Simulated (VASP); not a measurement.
# GaN (Fm-3m) in VASP: notebook

The runs below take GaN through single point, relaxation of the atoms, with r2SCAN.

All numbers are computed with VASP 6.6.1; they aren't measurements. Logs are shortened: lines on timing, memory, paths and dates and some standing lists are left out, and cuts for length are marked.

### Step 1. The cell of the first run

Symmetry: Fm-3m, No. 225, cubic system. The conventional cell has a = 3.964 Å, b = 3.964 Å, c = 3.964 Å, α = 90.00°, β = 90.00°, γ = 90.00°. Ga (site symmetry m-3m) has 6 N at 1.98 Å within 2.6 Å. N (site symmetry m-3m) has 6 Ga at 1.98 Å within 2.6 Å.

### Step 2. Single point, r2SCAN

The input, POSCAR:

```
GaN
1.0
    0.0000000000      1.9819590000      1.9819590000
    1.9819590000      0.0000000000      1.9819590000
    1.9819590000      1.9819590000      0.0000000000
Ga N
1 1
Direct
    0.5000000000      0.5000000000      0.5000000000
    0.0000000000      0.0000000000      0.0000000000
```

The input, INCAR.step1:

```
SYSTEM = GaN
PREC     = Accurate       ! precision mode
ENCUT    = 520            ! plane-wave cutoff, eV
ISMEAR   = -1             ! smearing method
SIGMA    = 0.1            ! smearing width, eV
LREAL    = .FALSE.        ! projectors in reciprocal space
LASPH    = .TRUE.         ! aspherical terms in the spheres
NELM     = 100            ! most SCF steps
NBANDS   = 16             ! bands
GGA      = PE             ! functional
ALGO     = Normal         ! electronic algorithm
EDIFF    = 1E-4           ! SCF threshold, eV
LWAVE    = .TRUE.         ! write WAVECAR
LCHARG   = .FALSE.        ! write CHGCAR
```

The input, INCAR.step2:

```
SYSTEM = GaN
PREC     = Accurate       ! precision mode
ENCUT    = 520            ! plane-wave cutoff, eV
EDIFF    = 1E-6           ! SCF threshold, eV
ISMEAR   = -1             ! smearing method
SIGMA    = 0.1            ! smearing width, eV
LREAL    = .FALSE.        ! projectors in reciprocal space
LASPH    = .TRUE.         ! aspherical terms in the spheres
NELM     = 100            ! most SCF steps
ALGO     = Normal         ! electronic algorithm
ISIF     = 2              ! what is computed and relaxed
LWAVE    = .FALSE.        ! write WAVECAR
LCHARG   = .TRUE.         ! write CHGCAR
METAGGA  = R2SCAN         ! meta-GGA
LMIXTAU  = .TRUE.       
LELF     = .TRUE.         ! ELF
LVHAR    = .TRUE.       
NBANDS   = 16             ! bands
ISTART   = 1
```

The input, KPOINTS:

```
regular mesh
0
G
  11 11 11
  0 0 0
```

Potentials or basis: VASP PAW PBE potentials, release 64 (Ga_d, N).

Launch:

```
$ cat potpaw_PBE.64/Ga_d/POTCAR potpaw_PBE.64/N/POTCAR > POTCAR
$ cp INCAR.step1 INCAR
$ mpirun -np 1 vasp_std > vasp.out
$ cp INCAR.step2 INCAR
$ mpirun -np 1 vasp_std > vasp.out
```

OUTCAR:

```text
SYSTEM = GaN
   PREC = Accurate
   ENCUT = 520
   EDIFF = 1E-6
   ISMEAR = -1
   LREAL = .FALSE.
   LASPH = .TRUE.
   NELM = 100
   ISIF = 2
   METAGGA = R2SCAN
   ISTART = 1

 ion  position               nearest neighbor table
   1  0.500  0.500  0.500-   2 1.98   2 1.98   2 1.98   2 1.98   2 1.98   2 1.98
   2  0.000  0.000  0.000-   1 1.98   1 1.98   1 1.98   1 1.98   1 1.98   1 1.98

  LATTYP: Found a face centered cubic cell.
 ALAT       =     3.9639180000

  Lattice vectors:

 A1 = (   0.0000000000,   1.9819590000,   1.9819590000)
 A2 = (   1.9819590000,   0.0000000000,   1.9819590000)
 A3 = (   1.9819590000,   1.9819590000,   0.0000000000)

Analysis of symmetry for initial positions (statically):
=====================================================================
 Subroutine PRICEL returns:
 Original cell was already a primitive cell.

 Routine SETGRP: Setting up the symmetry group for a
 face centered cubic supercell.

 Subroutine GETGRP returns: Found 48 space group operations
 (whereof 48 operations were pure point group operations)
 out of a pool of 48 trial point group operations.

The static configuration has the point symmetry O_h .

Analysis of symmetry for dynamics (positions and initial velocities):
=====================================================================
 Subroutine PRICEL returns:
 Original cell was already a primitive cell.

 Routine SETGRP: Setting up the symmetry group for a
 face centered cubic supercell.

 Subroutine GETGRP returns: Found 48 space group operations
 (whereof 48 operations were pure point group operations)
 out of a pool of 48 trial point group operations.

The dynamic configuration has the point symmetry O_h .

 Subroutine INISYM returns: Found 48 space group operations
 (whereof 48 operations are pure point group operations),
 and found     1 'primitive' translations

----------------------------------------------------------------------------------------

                                     Primitive cell

  volume of cell :      15.5709

  direct lattice vectors                    reciprocal lattice vectors
     0.000000000  1.981959000  1.981959000    -0.252275653  0.252275653  0.252275653
     1.981959000  0.000000000  1.981959000     0.252275653 -0.252275653  0.252275653
[... 82 lines left out ...]
   LASPH  =      T    aspherical Exc in radial PAW
   ENCUT  =  520.0 eV  38.22 Ry    6.18 a.u.   5.21  5.21  5.21*2*pi/ulx,y,z
   NELM   =    100;   NELMIN=  2; NELMDL=  0     # of ELM steps
   EDIFF  = 0.1E-05   stopping-criterion for ELM
   LREAL  =      F    real-space projection
   EDIFFG = 0.1E-04   stopping-criterion for IOM
   NSW    =      0    number of steps for IOM
   IBRION =     -1    ionic relax: 0-MD 1-quasi-New 2-CG
   NFREE  =      0    steps in history (QN), initial steepest desc. (CG)
   ISIF   =      2    stress and relaxation
   ISYM   =      2    0-nonsym 1-usesym 2-fastsym
   POTIM  = 0.5000    time-step for ionic-motion
   TEBEG  =    0.0;   TEEND  =   0.0 temperature during run
   PSTRESS=    0.0 pullay stress
   NELECT =      18.0000    total number of electrons
   NUPDOWN=      -1.0000    fix difference up-down
   EMIN   =  10.00;   EMAX   =-10.00  energy-range for DOS
   EFERMI =   0.00;   METHOD = LEGACY
   ISMEAR =    -1;   SIGMA  =   0.10  broadening in eV -4-tet -1-fermi 0-gaus
   EFERMI_NEDOS =   21; number of points for ismear=-14 and -15
   IALGO  =     38    algorithm
   IMIX   =      4    mixing-type and parameters
     AMIX     =   0.40;   BMIX     =  1.00
     AMIX_MAG =   1.60;   BMIX_MAG =  1.00
  volume/ion in A,a.u.               =       7.79        52.54
  Fermi-wavevector in a.u.,A,eV,Ry     =   1.718150  3.246832 40.164921  2.952038
  Thomas-Fermi vector in A             =   2.795017
   LORBIT       =      0    0 simple, 1 ext, 2 COOP (PROOUT), +10 PAW based schemes
   METAGGA = R2SCAN    functional components
   LHFCALC =     F    Hartree Fock is set to
   AEXX    =    0.0000 exact exchange contribution
   IVDW    =     0    specifies the selected vdW correction
   LEPSILON=     F    determine dielectric tensor
   LRPA    =     F    only Hartree local field effects (RPA)
 non-spin polarized calculation
  energy-cutoff  :      520.00
  volume of cell :       15.57
 maximum number of plane-waves:       431
 NGX is ok and might be reduce to    24
   NGX = 11   NGY = 11   NGZ = 11

 number of electron      17.9999997 magnetization

 Free energy of the ion-electron system (eV)
  ---------------------------------------------------
  ext. energy  EPLUGINS =         0.00000000
  ---------------------------------------------------
  free energy    TOTEN  =       -20.35977072 eV

  energy without entropy =      -20.35977059  energy(sigma->0) =      -20.35977065

 E-fermi :  11.7297     XC(G=0): -15.4657

 val. band max:       10.3107806127   @ k =  -0.1818   0.1818   0.0000
 cond. band min:      12.9534984294   @ k =   0.4545   0.4545   0.0000
 fundamental gap:      2.6427178167
 Fermi energy:        11.7296507859

 k-point     1 :       0.0000    0.0000    0.0000
  band No.  band energies     occupation
      1      -9.9229      2.00000
      2      -4.0613      2.00000
      3      -4.0613      2.00000
      4      -4.0613      2.00000
      5      -3.9451      2.00000
      6      -3.9451      2.00000
[... 433 lines left out ...]
      3      -4.2578      2.00000
      4      -4.1597      2.00000
      5      -3.9088      2.00000
      6      -3.6669      2.00000
[... 8 lines left out ...]
     15      32.6642      0.00000
     16      34.4215      0.00000

 [... further k-points ...]

------------------------ aborting loop because EDIFF is reached ----------------------------------------

  FORCE on cell =-STRESS in cart. coord.  units (eV):
  Direction    XX          YY          ZZ          XY          YZ          ZX
  --------------------------------------------------------------------------------------
  -------------------------------------------------------------------------------------
  Total        6.9318218      6.9318218      6.9318218     -0.0000000     -0.0000000      0.0000000
  in kB      713.2536117    713.2536117    713.2536117     -0.0000000     -0.0000000      0.0000000
  external PRESSURE =     713.2536117 kB  Pullay stress =       0.0000000 kB

 VOLUME and BASIS-vectors are now :
 -----------------------------------------------------------------------------
  energy-cutoff  :      520.00
  volume of cell :       15.57
      direct lattice vectors                 reciprocal lattice vectors
     0.000000000  1.981959000  1.981959000    -0.252275653  0.252275653  0.252275653
     1.981959000  0.000000000  1.981959000     0.252275653 -0.252275653  0.252275653
     1.981959000  1.981959000  0.000000000     0.252275653  0.252275653 -0.252275653

 POSITION                                       TOTAL-FORCE (eV/Angst)
 -----------------------------------------------------------------------------------
      1.98196      1.98196      1.98196         0.000000      0.000000      0.000000
      0.00000      0.00000      0.00000        -0.000000     -0.000000     -0.000000
 -----------------------------------------------------------------------------------
    total drift:                                0.000000     -0.000000      0.000000

  FREE ENERGIE OF THE ION-ELECTRON SYSTEM (eV)
  ---------------------------------------------------
  free  energy   TOTEN  =       -20.3597707194 eV

  energy  without entropy=      -20.3597705871  energy(sigma->0) =      -20.35977065
```

OUTCAR.step1:

```text
SYSTEM = GaN
   PREC = Accurate
   ENCUT = 520
   ISMEAR = -1
   LREAL = .FALSE.
   LASPH = .TRUE.
[... 677 lines left out ...]
      1.98196      1.98196      1.98196         0.000000     -0.000000     -0.000000
      0.00000      0.00000      0.00000        -0.000000      0.000000      0.000000
 -----------------------------------------------------------------------------------
    total drift:                                0.000000     -0.000000      0.000000

  FREE ENERGIE OF THE ION-ELECTRON SYSTEM (eV)
  ---------------------------------------------------
  free  energy   TOTEN  =       -10.4199512352 eV

  energy  without entropy=      -10.4199491788  energy(sigma->0) =      -10.41995021
```

Run time: 2.5 min. Hardware: 1 thread of Intel Xeon 8259CL, shared host; peak memory 0.15 GiB.

What came out:

```yaml
Free_energy: -20.3598 eV
Pressure: 71.3 GPa
Band_gap_on_the_k_mesh: 2.64 eV (least direct gap 6.14 eV)
```

Caveat: the cell stands under pressure; the PAW data sets were made with another functional, which shifts forces and pressure a little; an odd mesh through Γ misses points on the zone boundary, where band edges can lie.

### Step 3. Relaxation of the atoms, r2SCAN

POSCAR is that of step 2.

The input, INCAR.step1:

```
PREC     = Accurate       # precision mode
ENCUT    = 520            # plane-wave cutoff, eV
ISMEAR   = -1             # smearing method
SIGMA    = 0.1            # smearing width, eV
LREAL    = F              # projectors in reciprocal space
LASPH    = T              # aspherical terms in the spheres
NELM     = 100            # most SCF steps
GGA      = PE             # functional
ALGO     = Normal         # electronic algorithm
EDIFF    = 1E-4           # SCF threshold, eV
LWAVE    = T              # write WAVECAR
LCHARG   = F              # write CHGCAR
```

The input, INCAR.step2:

```
PREC     = Accurate       # precision mode
ENCUT    = 520            # plane-wave cutoff, eV
EDIFF    = 1E-7           # SCF threshold, eV
ISMEAR   = -1             # smearing method
SIGMA    = 0.1            # smearing width, eV
LREAL    = F              # projectors in reciprocal space
LASPH    = T              # aspherical terms in the spheres
NELM     = 100            # most SCF steps
ALGO     = Normal         # electronic algorithm
ISIF     = 2              # what is computed and relaxed
LWAVE    = F              # write WAVECAR
LCHARG   = F              # write CHGCAR
METAGGA  = R2SCAN         # meta-GGA
LMIXTAU  = T            
IBRION   = 2              # ionic algorithm
NSW      = 60             # ionic steps
EDIFFG   = -0.01          # ionic threshold
ISTART   = 1
```

The input, KPOINTS:

```
Automatic mesh
0
Gamma
  11 11 11
```

Potentials or basis: VASP PAW PBE potentials, release 64 (Ga_d, N).

Launch:

```
$ cat potpaw_PBE.64/Ga_d/POTCAR potpaw_PBE.64/N/POTCAR > POTCAR
$ cp INCAR.step1 INCAR
$ mpirun -np 1 vasp_std > vasp.out
$ cp INCAR.step2 INCAR
$ mpirun -np 1 vasp_std > vasp.out
```

OUTCAR:

```text
PREC = Accurate
   ENCUT = 520
   EDIFF = 1E-7
   ISMEAR = -1
   LREAL = F
   LASPH = T
   NELM = 100
   ISIF = 2
   METAGGA = R2SCAN
   IBRION = 2
   NSW = 60
   EDIFFG = -0.01
   ISTART = 1

 ion  position               nearest neighbor table
   1  0.500  0.500  0.500-   2 1.98   2 1.98   2 1.98   2 1.98   2 1.98   2 1.98
   2  0.000  0.000  0.000-   1 1.98   1 1.98   1 1.98   1 1.98   1 1.98   1 1.98

  LATTYP: Found a face centered cubic cell.
 ALAT       =     3.9639180000

  Lattice vectors:

 A1 = (   0.0000000000,   1.9819590000,   1.9819590000)
 A2 = (   1.9819590000,   0.0000000000,   1.9819590000)
 A3 = (   1.9819590000,   1.9819590000,   0.0000000000)

Analysis of symmetry for initial positions (statically):
=====================================================================
 Subroutine PRICEL returns:
 Original cell was already a primitive cell.

 Routine SETGRP: Setting up the symmetry group for a
 face centered cubic supercell.

 Subroutine GETGRP returns: Found 48 space group operations
 (whereof 48 operations were pure point group operations)
 out of a pool of 48 trial point group operations.

The static configuration has the point symmetry O_h .

Analysis of symmetry for dynamics (positions and initial velocities):
=====================================================================
 Subroutine PRICEL returns:
 Original cell was already a primitive cell.

 Routine SETGRP: Setting up the symmetry group for a
 face centered cubic supercell.

 Subroutine GETGRP returns: Found 48 space group operations
 (whereof 48 operations were pure point group operations)
 out of a pool of 48 trial point group operations.

The dynamic configuration has the point symmetry O_h .

 Subroutine INISYM returns: Found 48 space group operations
 (whereof 48 operations are pure point group operations),
 and found     1 'primitive' translations

----------------------------------------------------------------------------------------
[... 123 lines left out ...]
   LRPA    =     F    only Hartree local field effects (RPA)
 conjugate gradient relaxation of ions
 non-spin polarized calculation
  energy-cutoff  :      520.00
  volume of cell :       15.57
 maximum number of plane-waves:       431
 NGX is ok and might be reduce to    24
   NGX = 11   NGY = 11   NGZ = 11

 number of electron      17.9999997 magnetization

 Free energy of the ion-electron system (eV)
  ---------------------------------------------------
  ext. energy  EPLUGINS =         0.00000000
  ---------------------------------------------------
  free energy    TOTEN  =       -20.35977100 eV

  energy without entropy =      -20.35977086  energy(sigma->0) =      -20.35977093

 E-fermi :  11.7296     XC(G=0): -15.4656

 val. band max:       10.3108404949   @ k =  -0.1818   0.1818   0.0000
 cond. band min:      12.9535188995   @ k =   0.4545   0.4545   0.0000
 fundamental gap:      2.6426784046
 Fermi energy:        11.7296486580

 k-point     1 :       0.0000    0.0000    0.0000
  band No.  band energies     occupation
      1      -9.9228      2.00000
      2      -4.0614      2.00000
      3      -4.0614      2.00000
      4      -4.0614      2.00000
      5      -3.9452      2.00000
      6      -3.9452      2.00000
      7       9.4935      2.00000
      8       9.4935      2.00000
      9       9.4935      2.00000
     10      15.6349      0.00000
     11      26.9747      0.00000
     12      26.9747      0.00000
     13      26.9747      0.00000
[... 354 lines left out ...]
  band No.  band energies     occupation
      1      -8.0238      2.00000
      2      -4.2733      2.00000
      3      -4.2579      2.00000
      4      -4.1598      2.00000
      5      -3.9089      2.00000
      6      -3.6670      2.00000
      7       5.0467      2.00000
      8       7.3239      2.00000
      9      10.3108      2.00000
     10      19.1640      0.00000
     11      21.5280      0.00000
     12      21.9296      0.00000
     13      23.5600      0.00000

 [... further k-points ...]

------------------------ aborting loop because EDIFF is reached ----------------------------------------

  FORCE on cell =-STRESS in cart. coord.  units (eV):
  Direction    XX          YY          ZZ          XY          YZ          ZX
  --------------------------------------------------------------------------------------
  -------------------------------------------------------------------------------------
  Total        6.9342287      6.9342287      6.9342287     -0.0000000      0.0000000      0.0000000
  in kB      713.5012660    713.5012660    713.5012660     -0.0000000      0.0000000      0.0000000
  external PRESSURE =     713.5012660 kB  Pullay stress =       0.0000000 kB

 VOLUME and BASIS-vectors are now :
 -----------------------------------------------------------------------------
  energy-cutoff  :      520.00
  volume of cell :       15.57
      direct lattice vectors                 reciprocal lattice vectors
     0.000000000  1.981959000  1.981959000    -0.252275653  0.252275653  0.252275653
     1.981959000  0.000000000  1.981959000     0.252275653 -0.252275653  0.252275653
     1.981959000  1.981959000  0.000000000     0.252275653  0.252275653 -0.252275653

 POSITION                                       TOTAL-FORCE (eV/Angst)
 -----------------------------------------------------------------------------------
      1.98196      1.98196      1.98196         0.000000     -0.000000     -0.000000
      0.00000      0.00000      0.00000        -0.000000      0.000000      0.000000
 -----------------------------------------------------------------------------------
    total drift:                                0.000000     -0.000000      0.000000

  FREE ENERGIE OF THE ION-ELECTRON SYSTEM (eV)
  ---------------------------------------------------
  free  energy   TOTEN  =       -20.3597709964 eV

  energy  without entropy=      -20.3597708640  energy(sigma->0) =      -20.35977093

 reached required accuracy - stopping structural energy minimisation
```

OUTCAR.step1:

```text
PREC = Accurate
   ENCUT = 520
   ISMEAR = -1
   LREAL = F
   LASPH = T
   NELM = 100
[... 603 lines left out ...]
 -----------------------------------------------------------------------------------
      1.98196      1.98196      1.98196        -0.000000      0.000000     -0.000000
      0.00000      0.00000      0.00000         0.000000     -0.000000      0.000000
 -----------------------------------------------------------------------------------
    total drift:                                0.000000     -0.000000      0.000000

  FREE ENERGIE OF THE ION-ELECTRON SYSTEM (eV)
  ---------------------------------------------------
  free  energy   TOTEN  =       -10.4199616279 eV

  energy  without entropy=      -10.4199595438  energy(sigma->0) =      -10.41996059
```

OSZICAR.step1:

```text
N       E                     dE             d eps       ncg     rms          rms(c)
DAV:   1     0.803879548753E+02    0.80388E+02   -0.94912E+03  1601   0.279E+03
DAV:   2    -0.751790305332E+01   -0.87906E+02   -0.83285E+02  1636   0.369E+02
DAV:   3    -0.124684104616E+02   -0.49505E+01   -0.49258E+01  1646   0.770E+01
DAV:   4    -0.125267958537E+02   -0.58385E-01   -0.58358E-01  1717   0.867E+00
DAV:   5    -0.125274126457E+02   -0.61679E-03   -0.61679E-03  1538   0.874E-01    0.806E+00
DAV:   6    -0.104537685118E+02    0.20736E+01   -0.49038E+00  2099   0.587E+01    0.260E+00
DAV:   7    -0.104348761819E+02    0.18892E-01   -0.42168E-01  1499   0.710E+00    0.166E+00
DAV:   8    -0.104217810944E+02    0.13095E-01   -0.31465E-02  1738   0.451E+00    0.257E-01
DAV:   9    -0.104199899620E+02    0.17911E-02   -0.96310E-03  1967   0.382E+00    0.746E-02
DAV:  10    -0.104199616279E+02    0.28334E-04   -0.48639E-04  1494   0.305E-01
   1 F= -.10419962E+02 E0= -.10419961E+02  d E =-.208409E-05
```

Wall time 2.2 min (1 thread of Intel Xeon 8259CL, shared host); peak memory 0.15 GiB.

What came out:

```
Free energy             : -20.3598 eV
Pressure after relaxing : 71.4 GPa
Band gap on the k mesh  : 2.64 eV (least direct gap 6.14 eV)
```

Final structure:
```cif
data_structure
_symmetry_space_group_name_H-M 'P 1'
_symmetry_Int_Tables_number 1
_cell_length_a 2.8029
_cell_length_b 2.8029
_cell_length_c 2.8029
_cell_angle_alpha 60.000
_cell_angle_beta 60.000
_cell_angle_gamma 60.000
_cell_volume 15.57
loop_
_atom_site_label
_atom_site_type_symbol
_atom_site_fract_x
_atom_site_fract_y
_atom_site_fract_z
_atom_site_occupancy
Ga1 Ga 0.50000 0.50000 0.50000 1
N1 N 0.00000 0.00000 0.00000 1
```

Levels at points of the mesh, in eV from the valence-band top:
```tsv
k point	band 7	band 8	band 9	band 10	band 11	band 12
(0.00, 0.00, 0.00)	-0.82	-0.82	-0.82	5.32	16.66	16.66
```

Caveat: the relaxation stopped at its first step, so nothing moved; the PAW data sets were made with another functional, which shifts forces and pressure a little; an odd mesh through Γ misses points on the zone boundary, where band edges can lie.
